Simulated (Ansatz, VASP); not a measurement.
## One calculation of Ni, two programs

```
CELL_PARAMETERS angstrom
2.41494 0.00000 0.00000
-1.20747 2.09140 0.00000
0.00000 0.00000 4.01776
ATOMIC_POSITIONS crystal
Ni 0.66667 0.33333 0.75000
Ni 0.33333 0.66667 0.25000
```

Alike in both runs: task single point; functional LDA; k mesh 12 × 12 × 7; occupations fermi-dirac, width 0.05 eV; collinear spin.

|  | VASP | Ansatz |
| --- | --- | --- |
| version | VASP 6.6.1 | Ansatz 0.2.0 |
| potentials or method | VASP PAW LDA potentials, release 64 (Ni) | Ansatz PAW |
| plane-wave cutoff (eV) | 520 | 420 |
| valence electrons in the cell | 20 | 36 |

|  | VASP | Ansatz | Ansatz less VASP |
| --- | --- | --- | --- |
| gap on the k mesh at the Fermi level (eV) | none | none | - |
| pressure (GPa) | -2.2 | -2.0 | +0.24 |
| traceless stress, the component that is largest in VASP (GPa) | -2.34 | -2.64 | -0.300 |
| net moment per atom (μB) | 0.56 | 0.60 | +0.038 |
| size of the moment on the site where the two differ most (μB) | 0.56 | 0.62 | +0.064 |

LDA's correlation is that of Perdew and Zunger in VASP and of Perdew and Wang (1992) in Ansatz. Site moments also hang on the region over which each program counts them. A gap of «none» marks a metal or a gap that the smearing closes. VASP's potentials hold 20 valence electrons a cell and Ansatz's 36, so a difference there can come from the potentials and not from the codes.
